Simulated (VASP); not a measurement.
The system is ScAlN2.

```
Sc Al N
1.0
     3.87304    0.00000    0.00000
    -1.93652    3.35415    0.00000
     0.00000    0.00000    4.35444
Sc Al N
1 1 2
Direct
  0.00000 0.00000 0.50000
  0.00000 0.00000 0.00000
  0.33333 0.66667 0.50000
  0.66667 0.33333 0.50000
```

| Item | Value |
| --- | --- |
| Program | VASP 6.6.1 |
| Task | relaxation of cell and atoms |
| Functional | PBE |
| Potentials or basis | VASP PAW PBE potentials, release 64 (Sc_sv, Al, N) |
| Cutoff | 600 eV |
| k mesh | 6 × 6 × 4 |
| Occupations | gaussian, width 0.1 eV |
| Spin | no spin polarisation |

At the start: pressure 19.6 GPa; volume 14.14 Å³/atom.

Task: How do energy, volume and symmetry change on relaxing?

Result: Over 9 steps the energy falls by 709.0 meV/atom and the volume is 17.70 Å³/atom (+25.2 %); space group P6/mmm (No. 191, to 0.05 Å).

The path:
```tsv
step	energy change (eV)	largest force (eV/Å)	pressure (GPa)	volume (Å³)
1	0.0000	0.0000	19.55	56.57
2	-2.8276	0.0000	0.45	69.97
3	-2.8341	0.0000	0.16	70.47
4	-2.8342	0.0000	0.35	70.34
5	-2.8342	0.0000	0.37	70.35
6	-2.8343	0.0000	0.32	70.37
7	-2.8347	0.0000	0.28	70.44
8	-2.8353	0.0000	0.17	70.56
9	-2.8360	0.0000	0.02	70.80
```

Final structure:
```yaml
crystal:
  lattice:
    - [3.77726, 0.00000, 0.00000]
    - [-1.88863, 3.27120, 0.00000]
    - [0.00000, 0.00000, 5.73033]
  atoms:
    - { symbol: Sc, position: [0.00000, 0.00000, 0.50000] }
    - { symbol: Al, position: [0.00000, 0.00000, 0.00000] }
    - { symbol: N, position: [0.33333, 0.66667, 0.50000] }
    - { symbol: N, position: [0.66667, 0.33333, 0.50000] }
```

Caveat: the k points lie up to 0.32 Å⁻¹ apart in the final cell; the volume moved by over 15 % at a fixed basis, so the end points are rough.
